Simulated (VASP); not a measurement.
MgO: single point with PBE

The system is MgO.

```
CELL_PARAMETERS angstrom
0.00000 2.09925 2.09925
2.09925 0.00000 2.09925
2.09925 2.09925 0.00000
ATOMIC_POSITIONS crystal
Mg 0.00000 0.00000 0.00000
O 0.50000 0.50000 0.50000
```

```json
{
  "Program": "VASP 6.6.1",
  "Task": "single point",
  "Functional": "PBE",
  "Potentials or basis": "VASP PAW PBE potentials, release 64 (Mg, O)",
  "Cutoff": "600 eV",
  "k mesh": "10 × 10 × 10",
  "Occupations": "gaussian, width 0.02 eV",
  "Spin": "no spin polarisation",
  "Dipole correction": "no",
  "Further INCAR settings": "ALGO = Normal; EDIFF = 1e-06; NBANDS = 11"
}
```

```
Pressure               : 5.4 GPa
Band gap on the k mesh : 4.82 eV
```

Levels at points of the mesh, in eV from the valence-band top:
```tsv
k point	band 1	band 2	band 3	band 4	band 5	band 6	band 7	band 8
(0.00, 0.00, 0.00)	-17.31	0.00	0.00	0.00	4.82	15.86	15.86	15.86
(0.50, 0.00, 0.00)	-16.00	-4.66	-0.66	-0.66	7.96	12.72	16.41	16.41
(0.50, 0.50, 0.00)	-15.74	-4.12	-1.36	-1.36	9.13	10.08	13.20	19.12
```

Run time: 13 s on 1 thread of Intel(R) Xeon(R) Platinum 8375C CPU @ 2.90GHz (Ice Lake), with other jobs on the host, peak memory 0.14 GiB.

Caveat: the cell stands under pressure.
